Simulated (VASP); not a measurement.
A run of VASP 6.6.1 is set up as follows.

Contents of INCAR:

```
PREC = Accurate
ENCUT = 520
EDIFF = 1E-8
ISMEAR = -1
SIGMA = 0.05
LREAL = False
LASPH = True
NELM = 150
ALGO = Normal
ISIF = 2
LWAVE = False
LCHARG = False
ISPIN = 2
MAGMOM = 1.5
LORBIT = 11
LMAXMIX = 4
GGA = PE
LEFG = True
NBANDS = 15
```

The input KPOINTS:

```
regular mesh
0
Gamma
  20 20 20
```

Contents of POSCAR:

```
Ni
1.0
    0.0000000000      1.7530925749      1.7530925749
    1.7530925749      0.0000000000      1.7530925749
    1.7530925749      1.7530925749      0.0000000000
Ni
1
Direct
    0.0000000000      0.0000000000      0.0000000000
```

Potentials or basis: VASP PAW PBE potentials, release 64 (Ni).

Command:

```bash
$ cat potpaw_PBE.64/Ni/POTCAR > POTCAR
$ mpirun -np 1 vasp_std > vasp.out
```

Task: What does it give for the net moment?

Result: 0.63 μB per cell.

Task: Predict the pressure.

Result: 2.1 GPa.

Task: Predict the site moments.

Result: Ni +0.64 μB.

Caveat: without QUAD_EFG the Cq values of the log hold for a quadrupole moment of 1 mb, not for the nuclei.
